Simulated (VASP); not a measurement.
# GaSb3 (P3m1) in VASP: single point with PBEsol+D3(BJ)

Aim: the single point of GaSb3 with PBEsol+D3(BJ).

Everything below comes from runs of VASP 6.6.1. Logs are shortened: lines on timing, memory, paths and dates and some standing lists are left out, and cuts for length are marked.

## 1. The cell of the first run

It takes space group P3m1 (No. 156, trigonal). Conventional cell: a = 5.159 Å, b = 5.159 Å, c = 15.637 Å, α = 90.00°, β = 90.00°, γ = 120.00°. Ga (site symmetry 3m) has 14 Sb at 3.16 to 3.65 Å within 4.2 Å. Ga (site symmetry 3m) has 14 Sb at 3.16 to 3.65 Å within 4.2 Å. Ga (site symmetry 3m) has 7 Sb at 3.16 to 3.65 Å within 4.2 Å. Sb (site symmetry 3m) has 4 Ga at 3.16 Å and 10 Sb at 3.16 to 3.65 Å within 4.2 Å. Within 4.2 Å of Sb (site symmetry 3m) lie 1 Ga at 3.16 Å and 6 Sb at 3.16 to 3.65 Å. Sb (site symmetry 3m) has 10 Sb at 3.16 to 3.65 Å and 4 Ga at 3.16 Å within 4.2 Å. Sb (site symmetry 3m) has 10 Sb at 3.16 to 3.65 Å and 3 Ga at 3.16 Å within 4.2 Å. Sb (site symmetry 3m) has 10 Sb at 3.16 to 3.65 Å and 4 Ga at 3.16 Å within 4.2 Å.

## 2. Single point, PBEsol+D3(BJ)

The input, INCAR:

```
SYSTEM = GaSb3
PREC = Accurate
ENCUT = 500
EDIFF = 1E-6
ISMEAR = -1
SIGMA = 0.15
LREAL = .False.
LASPH = .True.
NELM = 120
ALGO = Normal
ISIF = 2
LWAVE = .False.
LCHARG = .False.
GGA = PS
IVDW = 12
NBANDS = 54
GGA_COMPAT = .False.
```

The input, KPOINTS:

```
Automatic mesh
0
Gamma
  11 11 4
  0 0 0
```

The input, POSCAR:

```
GaSb3
1.0
    3.6478901013     -3.6478901013      0.0000000000
    3.6478901013      0.0000000000     -3.6478901013
    9.0278310101      9.0278310101      9.0278310101
Ga Sb
3 9
Direct
    1.0000000000      0.0000000000      0.5724482327
    0.3333333333      0.3333333333      0.3030671674
    0.6666666667      0.6666666667      0.0336861022
    0.6666666667      0.6666666667      0.2357219011
    1.0000000000      0.0000000000      0.7744840316
    0.3333333333      0.3333333333      0.5051029664
    0.6666666667      0.6666666667      0.6397934990
    1.0000000000      1.0000000000      0.3704124337
    0.3333333333      0.3333333333      0.1010313685
    0.6666666667      0.6666666667      0.4377577000
    1.0000000000      0.0000000000      0.1683766348
    0.3333333333      0.3333333333      0.7071387653
```

Potentials or basis: VASP PAW PBE potentials, release 64 (Ga_d, Sb).

On the command line:

```bash
cat potpaw_PBE.64/Ga_d/POTCAR potpaw_PBE.64/Sb/POTCAR > POTCAR
mpirun -np 1 vasp_std > vasp.out
```

OUTCAR:

```text
SYSTEM = GaSb3
   PREC = Accurate
   ENCUT = 500
   EDIFF = 1E-6
   ISMEAR = -1
   LREAL = .False.
   LASPH = .True.
   NELM = 120
   ISIF = 2
   GGA = PS
   IVDW = 12
 IVDW          = 12

 ion  position               nearest neighbor table
   1  0.000  0.000  0.572-   5 3.16   6 3.16   7 3.16   6 3.16   6 3.16   7 3.16   7 3.16   8 3.16

   2  0.333  0.333  0.303-   9 3.16   8 3.16   4 3.16   4 3.16   8 3.16   8 3.16   4 3.16   6 3.16

   3  0.667  0.667  0.034-   4 3.16   9 3.16   9 3.16   9 3.16
   4  0.667  0.667  0.236-   3 3.16  10 3.16   2 3.16   2 3.16  11 3.16  11 3.16  11 3.16   2 3.16
                             9 3.65   8 3.65   9 3.65   8 3.65   8 3.65   9 3.65
   5  0.000  0.000  0.774-   1 3.16  12 3.16  12 3.16  12 3.16   7 3.65   7 3.65   7 3.65
   6  0.333  0.333  0.505-  12 3.16   1 3.16   1 3.16   1 3.16  10 3.16  10 3.16  10 3.16   2 3.16
                             7 3.65   7 3.65   7 3.65   8 3.65   8 3.65   8 3.65
   7  0.667  0.667  0.640-  12 3.16  12 3.16   1 3.16   1 3.16   1 3.16  12 3.16  10 3.16   6 3.65
                             5 3.65   6 3.65   5 3.65   5 3.65   6 3.65
   8  0.000  0.000  0.370-  11 3.16   2 3.16  10 3.16   2 3.16   2 3.16  10 3.16  10 3.16   1 3.16
                             4 3.65   4 3.65   4 3.65   6 3.65   6 3.65   6 3.65
   9  0.333  0.333  0.101-   2 3.16  11 3.16   3 3.16   3 3.16  11 3.16  11 3.16   3 3.16   4 3.65
                             4 3.65   4 3.65
  10  0.667  0.667  0.438-   4 3.16   8 3.16   8 3.16   8 3.16   6 3.16   6 3.16   6 3.16   7 3.16

  11  0.000  0.000  0.168-   8 3.16   9 3.16   4 3.16   9 3.16   9 3.16   4 3.16   4 3.16
  12  0.333  0.333  0.707-   6 3.16   5 3.16   7 3.16   7 3.16   5 3.16   5 3.16   7 3.16

  LATTYP: Found a hexagonal cell.
 ALAT       =     5.1588956553
 C/A-ratio  =     3.0310095486

  Lattice vectors:

 A1 = (  -3.6478901013,   0.0000000000,   3.6478901013)
 A2 = (   3.6478901013,  -3.6478901013,   0.0000000000)
 A3 = (   9.0278310101,   9.0278310101,   9.0278310101)

Analysis of symmetry for initial positions (statically):
=====================================================================
 Subroutine PRICEL returns:
 Original cell was already a primitive cell.

 Routine SETGRP: Setting up the symmetry group for a
 hexagonal supercell.

 Subroutine GETGRP returns: Found  6 space group operations
 (whereof  6 operations were pure point group operations)
 out of a pool of 24 trial point group operations.

The static configuration has the point symmetry C_3v.

Analysis of symmetry for dynamics (positions and initial velocities):
=====================================================================
 Subroutine PRICEL returns:
 Original cell was already a primitive cell.

 Routine SETGRP: Setting up the symmetry group for a
 hexagonal supercell.

 Subroutine GETGRP returns: Found  6 space group operations
 (whereof  6 operations were pure point group operations)
 out of a pool of 24 trial point group operations.

The dynamic configuration has the point symmetry C_3v.

 Subroutine INISYM returns: Found  6 space group operations
 (whereof  6 operations are pure point group operations),
 and found     1 'primitive' translations

----------------------------------------------------------------------------------------

                                     Primitive cell

  volume of cell :     360.4028

  direct lattice vectors                    reciprocal lattice vectors
     3.647890101 -3.647890101  0.000000000     0.091377022 -0.182754044  0.091377022
     3.647890101  0.000000000 -3.647890101     0.091377022  0.091377022 -0.182754044
     9.027831010  9.027831010  9.027831010     0.036922859  0.036922859  0.036922859

  length of vectors
     5.158895655  5.158895655 15.636661992     0.223827078  0.223827078  0.063952268

  position of ions in fractional coordinates (direct lattice)
     0.000000000  0.000000000  0.572448233
     0.333333333  0.333333333  0.303067167
     0.666666667  0.666666667  0.033686102
     0.666666667  0.666666667  0.235721901
     0.000000000  0.000000000  0.774484032
     0.333333333  0.333333333  0.505102966
     0.666666667  0.666666667  0.639793499
     0.000000000  0.000000000  0.370412434
     0.333333333  0.333333333  0.101031369
     0.666666667  0.666666667  0.437757700
     0.000000000  0.000000000  0.168376635
     0.333333333  0.333333333  0.707138765

[... 26 lines left out ...]
     0.008307002 -0.016614004  0.008307002     0.090909091  0.000000000  0.000000000
     0.008307002  0.008307002 -0.016614004     0.000000000  0.090909091  0.000000000
     0.009230715  0.009230715  0.009230715     0.000000000  0.000000000  0.250000000

  Length of vectors
     0.020347916  0.020347916  0.015988067

  Shift w.r.t. Gamma in fractional coordinates (k-lattice)
     0.000000000  0.000000000  0.000000000

 Subroutine IBZKPT returns following result:
 ===========================================

 Found     58 irreducible k-points:

 Following reciprocal coordinates:
            Coordinates               Weight
  0.000000  0.000000  0.000000      1.000000
  0.090909  0.000000  0.000000      6.000000
  0.181818  0.000000  0.000000      6.000000
  0.272727  0.000000  0.000000      6.000000
  0.363636  0.000000  0.000000      6.000000
  0.454545  0.000000  0.000000      6.000000
[... 16 lines left out ...]
  0.272727  0.272727  0.250000      6.000000
  0.363636  0.000000  0.250000      6.000000
 [... further k-points ...]
   k-points           NKPTS =     58   k-points in BZ     NKDIM =     58   number of bands    NBANDS=     54
   number of dos      NEDOS =    301   number of ions     NIONS =     12
   total plane-waves  NPLWV = 192000
   dimension x,y,z NGX =    40 NGY =   40 NGZ =  120
   dimension x,y,z NGXF=    80 NGYF=   80 NGZF=  240
   ions per type =               3   9
   NGX,Y,Z   is equivalent  to a cutoff of  12.89, 12.89, 12.76 a.u.
   NGXF,Y,Z  is equivalent  to a cutoff of  25.78, 25.78, 25.52 a.u.
 SYSTEM =  GaSb3
   PREC   = accura    normal or accurate (medium, high low for compatibility)
   ISTART =      0    job   : 0-new  1-cont  2-samecut
   ICHARG =      2    charge: 1-file 2-atom 10-const
   ISPIN  =      1    spin polarized calculation?
   LNONCOLLINEAR =      F non collinear calculations
   LSORBIT =      F    spin-orbit coupling
   LASPH  =      T    aspherical Exc in radial PAW
   ENCUT  =  500.0 eV  36.75 Ry    6.06 a.u.   9.41  9.41 28.51*2*pi/ulx,y,z
   NELM   =    120;   NELMIN=  2; NELMDL= -5     # of ELM steps
   EDIFF  = 0.1E-05   stopping-criterion for ELM
   LREAL  =      F    real-space projection
   EDIFFG = 0.1E-04   stopping-criterion for IOM
   NSW    =      0    number of steps for IOM
   IBRION =     -1    ionic relax: 0-MD 1-quasi-New 2-CG
   NFREE  =      0    steps in history (QN), initial steepest desc. (CG)
   ISIF   =      2    stress and relaxation
   ISYM   =      2    0-nonsym 1-usesym 2-fastsym
   POTIM  = 0.5000    time-step for ionic-motion
   TEBEG  =    0.0;   TEEND  =   0.0 temperature during run
   PSTRESS=    0.0 pullay stress
   NELECT =      84.0000    total number of electrons
   NUPDOWN=      -1.0000    fix difference up-down
   EMIN   =  10.00;   EMAX   =-10.00  energy-range for DOS
   EFERMI =   0.00;   METHOD = LEGACY
   ISMEAR =    -1;   SIGMA  =   0.15  broadening in eV -4-tet -1-fermi 0-gaus
   EFERMI_NEDOS =   21; number of points for ismear=-14 and -15
   IALGO  =     38    algorithm
   IMIX   =      4    mixing-type and parameters
     AMIX     =   0.40;   BMIX     =  1.00
     AMIX_MAG =   1.60;   BMIX_MAG =  1.00
  volume/ion in A,a.u.               =      30.03       202.68
  Fermi-wavevector in a.u.,A,eV,Ry     =   1.007485  1.903870 13.810264  1.015026
  Thomas-Fermi vector in A             =   2.140293
   LORBIT       =      0    0 simple, 1 ext, 2 COOP (PROOUT), +10 PAW based schemes
   GGA     = PS    functional components
   LHFCALC =     F    Hartree Fock is set to
   AEXX    =    0.0000 exact exchange contribution
   IVDW    =    12    specifies the selected vdW correction
   LEPSILON=     F    determine dielectric tensor
   LRPA    =     F    only Hartree local field effects (RPA)
 non-spin polarized calculation
  energy-cutoff  :      500.00
  volume of cell :      360.40
 maximum number of plane-waves:      9214
 NGX is ok and might be reduce to    40
   NGX = 19   NGY = 19   NGZ = 57

 number of electron      83.9999995 magnetization

 Free energy of the ion-electron system (eV)
  ---------------------------------------------------
  ext. energy  EPLUGINS =         0.00000000
  ---------------------------------------------------
  free energy    TOTEN  =       -47.90043751 eV

  energy without entropy =      -47.32367726  energy(sigma->0) =      -47.61205738

 E-fermi :   5.7333     XC(G=0):  -9.3115

 val. band max:        5.7303953868   @ k =   0.2727   0.0000   0.2500
 cond. band min:       5.7335227828   @ k =   0.3636   0.1818   0.2500
 fundamental gap:      0.0031273960
 Fermi energy:         5.7332529678

 k-point     1 :       0.0000    0.0000    0.0000
  band No.  band energies     occupation
      1      -9.1567      2.00000
      2      -9.1434      2.00000
      3      -9.1434      2.00000
      4      -9.1245      2.00000
      5      -9.1245      2.00000
      6      -9.0053      2.00000
[... 1357 lines left out ...]
     53       8.6672      0.00000
     54       8.7430      0.00000

 [... further k-points ...]

------------------------ aborting loop because EDIFF is reached ----------------------------------------

 Edisp (eV)   -4.73472

 E8    (eV) :    -3.2643

  FORCE on cell =-STRESS in cart. coord.  units (eV):
  Direction    XX          YY          ZZ          XY          YZ          ZX
  --------------------------------------------------------------------------------------
  -------------------------------------------------------------------------------------
  Total      -6.27355    -6.27355    -6.27355    -0.06660    -0.06660    -0.06660
  in kB     -27.88918   -27.88918   -27.88918    -0.29608    -0.29608    -0.29608
  external pressure =      -27.89 kB  Pullay stress =        0.00 kB

 VOLUME and BASIS-vectors are now :
 -----------------------------------------------------------------------------
  energy-cutoff  :      500.00
  volume of cell :      360.40
      direct lattice vectors                 reciprocal lattice vectors
     3.647890101 -3.647890101  0.000000000     0.091377022 -0.182754044  0.091377022
     3.647890101  0.000000000 -3.647890101     0.091377022  0.091377022 -0.182754044
     9.027831010  9.027831010  9.027831010     0.036922859  0.036922859  0.036922859

 POSITION                                       TOTAL-FORCE (eV/Angst)
 -----------------------------------------------------------------------------------
      5.16797      5.16797      5.16797         0.124573      0.124573      0.124573
      5.16797      1.52008      1.52008        -0.097556     -0.097556     -0.097556
      5.16797     -2.12781     -2.12781        -0.155962     -0.155962     -0.155962
      6.99191     -0.30387     -0.30387         0.195500      0.195500      0.195500
      6.99191      6.99191      6.99191        -0.415553     -0.415553     -0.415553
      6.99191      3.34402      3.34402         0.143898      0.143898      0.143898
     10.63980      3.34402      3.34402        -0.198564     -0.198564     -0.198564
      3.34402      3.34402      3.34402        -0.024602     -0.024602     -0.024602
      3.34402     -0.30387     -0.30387         0.078160      0.078160      0.078160
      8.81586      1.52008      1.52008         0.061178      0.061178      0.061178
      1.52008      1.52008      1.52008        -0.017755     -0.017755     -0.017755
      8.81586      5.16797      5.16797         0.306683      0.306683      0.306683
 -----------------------------------------------------------------------------------
    total drift:                                0.000009      0.000008      0.000008

  FREE ENERGIE OF THE ION-ELECTRON SYSTEM (eV)
  ---------------------------------------------------
  free  energy   TOTEN  =       -52.6351555849 eV

  energy  without entropy=      -52.0583953274  energy(sigma->0) =      -52.34677546
```

Run time: 49 min. Hardware: 1 thread of Intel Xeon Platinum 8488C (Sapphire Rapids), shared host; peak memory 0.99 GiB.

What came out:

```yaml
Free_energy: -52.6352 eV
Pressure: -2.8 GPa
Largest_force: 0.720 eV/Å
Band_gap_on_the_k_mesh: zero (bands 42 and 43 overlap by 1.82 eV)
Dispersion_energy_per_atom: -0.395 eV
```

Forces on the atoms (eV/Å):
```
Ga   0.125  0.125  0.125
Ga  -0.098 -0.098 -0.098
Ga  -0.156 -0.156 -0.156
Sb   0.196  0.196  0.196
Sb  -0.416 -0.416 -0.416
Sb   0.144  0.144  0.144
Sb  -0.199 -0.199 -0.199
Sb  -0.025 -0.025 -0.025
Sb   0.078  0.078  0.078
Sb   0.061  0.061  0.061
Sb  -0.018 -0.018 -0.018
Sb   0.307  0.307  0.307
```

Levels at points of the mesh, in eV from the Fermi level:
```csv
k point,band 39,band 40,band 41,band 42,band 43,band 44,band 45,band 46
"(0.00, 0.00, 0.00)",-2.25,-2.04,-2.04,-1.40,-1.07,-0.51,-0.51,-0.36
"(0.00, 0.00, 0.50)",-2.25,-2.03,-2.03,-1.23,-1.18,-0.51,-0.51,-0.23
```

Caveat: the PAW data sets were made with another functional, which shifts forces and pressure a little; spin-orbit coupling is left out, which moves the levels of the heavy elements.
